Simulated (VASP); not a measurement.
# Ta2Al5 (P2/m) in VASP: relaxation of cell and atoms with PBE

Aim: the relaxation of cell and atoms of Ta2Al5 with PBE.

All numbers are computed with VASP 6.6.1; they aren't measurements. Logs are shortened: lines on timing, memory, paths and dates and some standing lists are left out, and cuts for length are marked.

### 1 The cell of the first run

The structure is monoclinic, space group P2/m (No. 10). Conventional cell: a = 6.849 Å, b = 2.857 Å, c = 6.927 Å, α = 90.00°, β = 118.59°, γ = 90.00°. Ta (site symmetry m) has 10 Al at 2.85 to 2.93 Å and 3 Ta at 2.86 to 2.95 Å within 3.8 Å. Within 3.4 Å of Al (site symmetry m) lie 6 Al at 2.59 to 2.95 Å and 4 Ta at 2.87 to 2.90 Å. Within 3.4 Å of Al (site symmetry m) lie 6 Al at 2.59 to 2.86 Å and 4 Ta at 2.92 to 2.93 Å. Al (site symmetry 2/m) has 6 Al at 2.66 to 2.86 Å and 4 Ta at 2.85 Å within 3.5 Å.

### 2 Relaxation of cell and atoms, PBE

Contents of INCAR:

```
SYSTEM = Ta2Al5
  ALGO = Fast
  EDIFF = 1E-6
  EDIFFG = -0.01
  ENCUT = 600
  GGA = PE
  IBRION = 2
  ISIF = 3
  ISMEAR = 0
  LASPH = .True.
  LCHARG = .False.
  LREAL = .False.
  LWAVE = .False.
  NELM = 60
  NSW = 100
  PREC = Accurate
  SIGMA = 0.1
```

Contents of KPOINTS:

```
k-points
0
Gamma
  6 10 6
  0 0 0
```

Contents of POSCAR:

```
Ta2Al5
1.0
    6.8485845290      0.0000000000      0.0000000000
    0.0000000000      2.8570843528      0.0000000000
   -3.3143142555      0.0000000000      6.0822566607
Ta Al
2 5
Direct
    0.1506630971      0.5000000000      0.2394182770
    0.8493369029      0.5000000000      0.7605817230
    0.7373311929      0.0000000000      0.0593885902
    0.2626688071      0.0000000000      0.9406114098
    0.4366400799      0.0000000000      0.6491571160
    0.5633599201      0.0000000000      0.3508428840
    0.0000000000      0.0000000000      0.5000000000
```

Potentials or basis: VASP PAW PBE potentials, release 64 (Ta_pv, Al).

Launch:

```console
$ cat potpaw_PBE.64/Ta_pv/POTCAR potpaw_PBE.64/Al/POTCAR > POTCAR
$ mpirun -np 1 vasp_std > vasp.out
```

OUTCAR:

```text
SYSTEM = Ta2Al5
   EDIFF = 1E-6
   EDIFFG = -0.01
   ENCUT = 600
   GGA = PE
   IBRION = 2
   ISIF = 3
   ISMEAR = 0
   LASPH = .True.
   LREAL = .False.
   NELM = 60
   NSW = 100
   PREC = Accurate

 ion  position               nearest neighbor table
   1  0.151  0.500  0.239-   7 2.85   7 2.85   3 2.87   3 2.87   4 2.90   4 2.90   6 2.92   6 2.92
                             5 2.93   5 2.93   2 2.95
   2  0.849  0.500  0.761-   7 2.85   7 2.85   4 2.87   4 2.87   3 2.90   3 2.90   5 2.92   5 2.92
                             6 2.93   6 2.93   1 2.95
   3  0.737  0.000  0.059-   5 2.59   7 2.70   6 2.79   1 2.87   1 2.87   2 2.90   2 2.90   4 2.95
[... 5 lines left out ...]
   6  0.563  0.000  0.351-   4 2.59   5 2.60   7 2.66   3 2.79   1 2.92   1 2.92   2 2.93   2 2.93

   7  0.000  0.000  0.500-   5 2.66   6 2.66   3 2.70   4 2.70   1 2.85   2 2.85   1 2.85   2 2.85

  LATTYP: Found a simple monoclinic cell.
 ALAT       =     6.8485845290
 B/A-ratio  =     0.4171788113
 C/A-ratio  =     1.0113992473
 COS(beta)  =    -0.4784871051

  Lattice vectors:

 A1 = (   6.8485845290,   0.0000000000,   0.0000000000)
 A2 = (   0.0000000000,   2.8570843528,   0.0000000000)
 A3 = (  -3.3143142555,   0.0000000000,   6.0822566607)

Analysis of symmetry for initial positions (statically):
=====================================================================
 Subroutine PRICEL returns:
 Original cell was already a primitive cell.

 Routine SETGRP: Setting up the symmetry group for a
 simple monoclinic supercell.

 Subroutine GETGRP returns: Found  4 space group operations
 (whereof  4 operations were pure point group operations)
 out of a pool of  4 trial point group operations.

The static configuration has the point symmetry C_2h.

Analysis of symmetry for dynamics (positions and initial velocities):
=====================================================================
 Subroutine PRICEL returns:
 Original cell was already a primitive cell.

 Routine SETGRP: Setting up the symmetry group for a
 simple monoclinic supercell.

 Subroutine GETGRP returns: Found  4 space group operations
 (whereof  4 operations were pure point group operations)
 out of a pool of  4 trial point group operations.

The dynamic configuration has the point symmetry C_2h.

 Subroutine INISYM returns: Found  4 space group operations
 (whereof  4 operations are pure point group operations),
 and found     1 'primitive' translations

----------------------------------------------------------------------------------------

                                     Primitive cell

  volume of cell :     119.0114

  direct lattice vectors                    reciprocal lattice vectors
     6.848584529  0.000000000  0.000000000     0.146015574  0.000000000  0.079566109
     0.000000000  2.857084353  0.000000000     0.000000000  0.350007167  0.000000000
    -3.314314255  0.000000000  6.082256661     0.000000000  0.000000000  0.164412661

  length of vectors
     6.848584529  2.857084353  6.926653237     0.166286841  0.350007167  0.164412661

  position of ions in fractional coordinates (direct lattice)
     0.150663097  0.500000000  0.239418277
     0.849336903  0.500000000  0.760581723
     0.737331193  0.000000000  0.059388590
     0.262668807  0.000000000  0.940611410
     0.436640080  0.000000000  0.649157116
     0.563359920  0.000000000  0.350842884
     0.000000000  0.000000000  0.500000000

  ion indices of the primitive-cell ions
   primitive index   ion index
                 1           1
                 2           2
                 3           3
                 4           4
                 5           5
                 6           6
                 7           7

----------------------------------------------------------------------------------------

 KPOINTS: k-points

Automatic generation of k-mesh.
 Grid dimensions read from file:
 generate k-points for:    6   10    6

 Generating k-lattice:

  Cartesian coordinates                     Fractional coordinates (reciprocal lattice)
     0.024335929  0.000000000  0.013261018     0.166666667  0.000000000  0.000000000
     0.000000000  0.035000717  0.000000000     0.000000000  0.100000000  0.000000000
     0.000000000  0.000000000  0.027402110     0.000000000  0.000000000  0.166666667

  Length of vectors
     0.027714474  0.035000717  0.027402110

  Shift w.r.t. Gamma in fractional coordinates (k-lattice)
     0.000000000  0.000000000  0.000000000

 Subroutine IBZKPT returns following result:
 ===========================================

 Found    120 irreducible k-points:

 Following reciprocal coordinates:
            Coordinates               Weight
  0.000000  0.000000  0.000000      1.000000
  0.166667  0.000000  0.000000      2.000000
  0.333333  0.000000  0.000000      2.000000
  0.500000  0.000000  0.000000      1.000000
  0.000000  0.100000  0.000000      2.000000
  0.166667  0.100000  0.000000      4.000000
[... 16 lines left out ...]
  0.333333  0.500000  0.000000      2.000000
  0.500000  0.500000  0.000000      1.000000
 [... further k-points ...]
   k-points           NKPTS =    120   k-points in BZ     NKDIM =    120   number of bands    NBANDS=     22
   number of dos      NEDOS =    301   number of ions     NIONS =      7
   total plane-waves  NPLWV =  75264
   dimension x,y,z NGX =    56 NGY =   24 NGZ =   56
   dimension x,y,z NGXF=   112 NGYF=   48 NGZF=  112
   ions per type =               2   5
   NGX,Y,Z   is equivalent  to a cutoff of  13.59, 13.96, 13.44 a.u.
   NGXF,Y,Z  is equivalent  to a cutoff of  27.19, 27.93, 26.88 a.u.
 SYSTEM =  Ta2Al5
   PREC   = accura    normal or accurate (medium, high low for compatibility)
   ISTART =      0    job   : 0-new  1-cont  2-samecut
   ICHARG =      2    charge: 1-file 2-atom 10-const
   ISPIN  =      1    spin polarized calculation?
   LNONCOLLINEAR =      F non collinear calculations
   LSORBIT =      F    spin-orbit coupling
   LASPH  =      T    aspherical Exc in radial PAW
   ENCUT  =  600.0 eV  44.10 Ry    6.64 a.u.  13.68  5.71 13.83*2*pi/ulx,y,z
   NELM   =     60;   NELMIN=  2; NELMDL= -5     # of ELM steps
   EDIFF  = 0.1E-05   stopping-criterion for ELM
   LREAL  =      F    real-space projection
   EDIFFG = -.1E-01   stopping-criterion for IOM
   NSW    =    100    number of steps for IOM
   IBRION =      2    ionic relax: 0-MD 1-quasi-New 2-CG
   NFREE  =      1    steps in history (QN), initial steepest desc. (CG)
   ISIF   =      3    stress and relaxation
   ISYM   =      2    0-nonsym 1-usesym 2-fastsym
   POTIM  = 0.5000    time-step for ionic-motion
   TEBEG  =    0.0;   TEEND  =   0.0 temperature during run
   PSTRESS=    0.0 pullay stress
   NELECT =      37.0000    total number of electrons
   NUPDOWN=      -1.0000    fix difference up-down
   EMIN   =  10.00;   EMAX   =-10.00  energy-range for DOS
   EFERMI =   0.00;   METHOD = LEGACY
   ISMEAR =     0;   SIGMA  =   0.10  broadening in eV -4-tet -1-fermi 0-gaus
   EFERMI_NEDOS =   21; number of points for ismear=-14 and -15
   IALGO  =     68    algorithm
   IMIX   =      4    mixing-type and parameters
     AMIX     =   0.40;   BMIX     =  1.00
     AMIX_MAG =   1.60;   BMIX_MAG =  1.00
  volume/ion in A,a.u.               =      17.00       114.73
  Fermi-wavevector in a.u.,A,eV,Ry     =   1.109037  2.095775 16.734650  1.229962
  Thomas-Fermi vector in A             =   2.245571
   LORBIT       =      0    0 simple, 1 ext, 2 COOP (PROOUT), +10 PAW based schemes
   GGA     = PE    functional components
   LHFCALC =     F    Hartree Fock is set to
   AEXX    =    0.0000 exact exchange contribution
   IVDW    =     0    specifies the selected vdW correction
   LEPSILON=     F    determine dielectric tensor
   LRPA    =     F    only Hartree local field effects (RPA)
 conjugate gradient relaxation of ions
 non-spin polarized calculation
 RMM-DIIS sequential band-by-band and
 Gauss-broadening in eV      SIGMA  =   0.10
  energy-cutoff  :      600.00
  volume of cell :      119.01
 maximum number of plane-waves:      4002
   NGX = 27   NGY = 11   NGZ = 27

--------------------------------------- Ionic step        1  -------------------------------------------

 number of electron      36.9999998 magnetization

 Free energy of the ion-electron system (eV)
  ---------------------------------------------------
  ext. energy  EPLUGINS =         0.00000000
  ---------------------------------------------------
  free energy    TOTEN  =       -43.59799224 eV

  energy without entropy =      -43.58685337  energy(sigma->0) =      -43.59242281

------------------------ aborting loop because EDIFF is reached ----------------------------------------

  FORCE on cell =-STRESS in cart. coord.  units (eV):
  Direction    XX          YY          ZZ          XY          YZ          ZX
  --------------------------------------------------------------------------------------
  -------------------------------------------------------------------------------------
  Total        0.3752038     -0.5154523      0.3111808      0.0000000      0.0000000      0.0902017
  in kB        5.0511369     -6.9392168      4.1892353      0.0000000      0.0000000      1.2143303
  external PRESSURE =       0.7670518 kB  Pullay stress =       0.0000000 kB
[... 104 lines left out ...]
  FREE ENERGIE OF THE ION-ELECTRON SYSTEM (eV)
  ---------------------------------------------------
  free  energy   TOTEN  =       -43.6000735854 eV

  energy  without entropy=      -43.5887950783  energy(sigma->0) =      -43.59443433

[... ionic steps 4 to 7 ...]

--------------------------------------- Ionic step        8  -------------------------------------------

 number of electron      36.9999998 magnetization

------------------------ aborting loop because EDIFF is reached ----------------------------------------
[... 77 lines left out ...]
--------------------------------------- Ionic step       10  -------------------------------------------

 number of electron      36.9999998 magnetization

 Free energy of the ion-electron system (eV)
  ---------------------------------------------------
  ext. energy  EPLUGINS =         0.00000000
  ---------------------------------------------------
  free energy    TOTEN  =       -43.60058695 eV

  energy without entropy =      -43.58933448  energy(sigma->0) =      -43.59496071

 E-fermi :   7.1929     XC(G=0): -10.8851

 val. band max:        7.1815614419   @ k =   0.1667   0.3000   0.1667
 cond. band min:       7.1982975852   @ k =   0.0000   0.4000   0.0000
 fundamental gap:      0.0167361434
 Fermi energy:         7.1928711784

 k-point     1 :       0.0000    0.0000    0.0000
  band No.  band energies     occupation
      1     -27.3696      2.00000
      2     -27.2809      2.00000
      3     -27.2468      2.00000
      4     -27.0687      2.00000
      5     -26.7106      2.00000
      6     -26.6853      2.00000
[... 589 lines left out ...]
     21       7.7210      0.00000
     22       8.6156      0.00000

 [... further k-points ...]
[... 5 lines left out ...]
  --------------------------------------------------------------------------------------
  -------------------------------------------------------------------------------------
  Total       -0.0067460     -0.0147243     -0.0038987      0.0000000      0.0000000     -0.0000823
  in kB       -0.0908062     -0.1981994     -0.0524785      0.0000000      0.0000000     -0.0011082
  external PRESSURE =      -0.1138280 kB  Pullay stress =       0.0000000 kB
[... 22 lines left out ...]
  FREE ENERGIE OF THE ION-ELECTRON SYSTEM (eV)
  ---------------------------------------------------
  free  energy   TOTEN  =       -43.6005869456 eV

  energy  without entropy=      -43.5893344833  energy(sigma->0) =      -43.59496071

 reached required accuracy - stopping structural energy minimisation
```

Wall time 19 min (1 thread of Intel Xeon Platinum 8488C (Sapphire Rapids), shared host); peak memory 0.52 GiB.

What came out:

```
Free energy                           : -43.6006 eV
Relaxed volume                        : 17.00 Å³/atom
Relaxed cell                          : a = 6.867 Å, b = 2.847 Å, c = 6.929 Å, α = 90.00°, β = 118.52°, γ = 90.00°
Space group after relaxing (to 0.1 Å) : P2/m (No. 10)
Energy gained by relaxing             : 0.4 meV/atom
Ionic steps                           : 10
Pressure after relaxing               : 0.0 GPa
Largest force after relaxing          : 0.007 eV/Å
Band gap on the k mesh                : zero (an odd number of electrons rules out a gap without spin polarisation)
```

Forces on the atoms (eV/Å):
```
Ta   0.003  0.000 -0.005
Ta  -0.003  0.000  0.005
Al   0.006  0.000  0.003
Al  -0.006  0.000 -0.003
Al   0.003  0.000  0.001
Al  -0.003  0.000 -0.001
Al   0.000  0.000  0.000
```

The path:
```tsv
step	energy change (eV)	largest force (eV/Å)	pressure (GPa)	volume (Å³)
1	0.0000	0.0621	0.08	119.01
2	-0.0021	0.0357	-0.11	119.15
3	-0.0021	0.0366	-0.10	119.14
4	-0.0024	0.0239	0.08	118.98
5	-0.0024	0.0209	0.09	118.93
6	-0.0024	0.0218	0.20	118.85
7	-0.0024	0.0224	0.14	118.90
8	-0.0026	0.0176	0.02	118.99
9	-0.0026	0.0173	0.00	119.02
10	-0.0026	0.0071	-0.01	119.03
```

Final structure:
```cif
data_structure
_symmetry_space_group_name_H-M 'P 1'
_symmetry_Int_Tables_number 1
_cell_length_a 6.8667
_cell_length_b 2.8472
_cell_length_c 6.9291
_cell_angle_alpha 90.000
_cell_angle_beta 118.525
_cell_angle_gamma 90.000
_cell_volume 119.03
loop_
_atom_site_label
_atom_site_type_symbol
_atom_site_fract_x
_atom_site_fract_y
_atom_site_fract_z
_atom_site_occupancy
Ta1 Ta 0.15157 0.50000 0.23952 1
Ta2 Ta 0.84843 0.50000 0.76048 1
Al1 Al 0.73721 0.00000 0.06056 1
Al2 Al 0.26279 0.00000 0.93944 1
Al3 Al 0.43616 0.00000 0.64957 1
Al4 Al 0.56384 0.00000 0.35043 1
Al5 Al 0.00000 0.00000 0.50000 1
```

Levels at points of the mesh, in eV from the Fermi level:
```tsv
k point	band 15	band 16	band 17	band 18	band 19	band 20	band 21	band 22
(0.00, 0.00, 0.00)	-1.72	-1.55	-1.17	-0.51	0.44	2.25	2.47	2.59
(0.50, 0.00, 0.00)	-2.69	-1.72	-1.55	-0.60	0.53	1.51	2.37	2.51
(0.00, 0.50, 0.00)	-2.06	-1.95	-1.50	-1.41	-0.46	-0.13	1.05	1.19
(0.50, 0.50, 0.00)	-2.47	-2.38	-0.97	-0.74	-0.15	-0.13	0.53	1.42
(0.00, 0.00, 0.50)	-2.67	-1.99	-1.28	-0.92	0.34	1.48	2.38	2.41
(0.50, 0.00, 0.50)	-2.12	-1.91	-1.86	-0.60	1.26	2.00	2.25	2.48
(0.00, 0.50, 0.50)	-2.32	-2.21	-1.86	-1.27	0.75	0.97	1.05	1.46
(0.50, 0.50, 0.50)	-2.36	-2.18	-1.43	-1.33	-0.42	-0.29	0.71	1.50
```

Caveat: spin-orbit coupling is left out, which moves the levels of the heavy elements.
